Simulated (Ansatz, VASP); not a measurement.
**LiGeH3: VASP beside Ansatz**

The input INCAR:

```
PREC = Accurate
ENCUT = 600
EDIFF = 1E-6
ISMEAR = 0
SIGMA = 0.1
LREAL = False
LASPH = True
NELM = 100
ALGO = Normal
ISIF = 3
LWAVE = False
LCHARG = False
GGA = PE
IBRION = 2
NSW = 90
EDIFFG = -0.04
```

File KPOINTS:

```
regular mesh
0
Gamma
  6 6 6
```

POSCAR

```
LiGeH3
1.0
    3.2072046000      0.0000000000      0.0000000000
    0.0000000000      3.2072046000      0.0000000000
    0.0000000000      0.0000000000      3.2072046000
Li Ge H
1 1 3
Direct
    0.5000000000      0.5000000000      0.5000000000
    0.0000000000      0.0000000000      0.0000000000
    0.5000000000      0.0000000000      0.0000000000
    0.0000000000      0.5000000000      0.0000000000
    0.0000000000      0.0000000000      0.5000000000
```

Input for Ansatz:

```yaml
crystal:
  lattice:
    - [3.2072046, 0.0, 0.0]
    - [0.0, 3.2072046, 0.0]
    - [0.0, 0.0, 3.2072046]
  atoms:
    - { symbol: Li, position: [0.5, 0.5, 0.5] }
    - { symbol: Ge, position: [0.0, 0.0, 0.0] }
    - { symbol: H, position: [0.5, 0.0, 0.0] }
    - { symbol: H, position: [0.0, 0.5, 0.0] }
    - { symbol: H, position: [0.0, 0.0, 0.5] }
basis:
  ecutwfc: 420
kpoints:
  mp_grid: { grid: [6, 6, 6] }
hamiltonian:
  xc: pbe
scf:
  occupations: { method: gaussian, width: 0.1 }
  lower_state_search: "off"
output:
  forces: true
  stress: true
  eigenvalues: true
relax:
  adjacent_minimum: "off"
  f_tol: 0.04
  max_steps: 70
  cell: { stress_tol: 0.4 }
```

Alike in both runs: task relaxation of cell and atoms; functional PBE; k mesh 6 × 6 × 6; occupations gaussian, width 0.1 eV; no spin polarisation.

|  | VASP | Ansatz |
| --- | --- | --- |
| version | VASP 6.6.1 | Ansatz 0.2.0 |
| potentials or method | VASP PAW PBE potentials, release 64 (Li_sv, Ge_d, H), cutoff 600 eV | scalar-relativistic, plane waves, PAW |
| valence electrons in the cell | 20 | 20 |

```tsv
	VASP	Ansatz	Ansatz less VASP
gap on the k mesh at the Fermi level, each at its own relaxed structure (eV)	none	none	-
relaxed volume (Å³/atom)	11.27	11.30	+0.026
relaxed cell length with the largest relative difference (Å)	3.834	3.837	+0.0030
```

A gap of «none» marks a metal or a gap that the smearing closes.

Noted on VASP's run: the cutoff is short for stress, so the pressure is rough; the volume moved by over 15 % at a fixed basis, so the end points are rough.
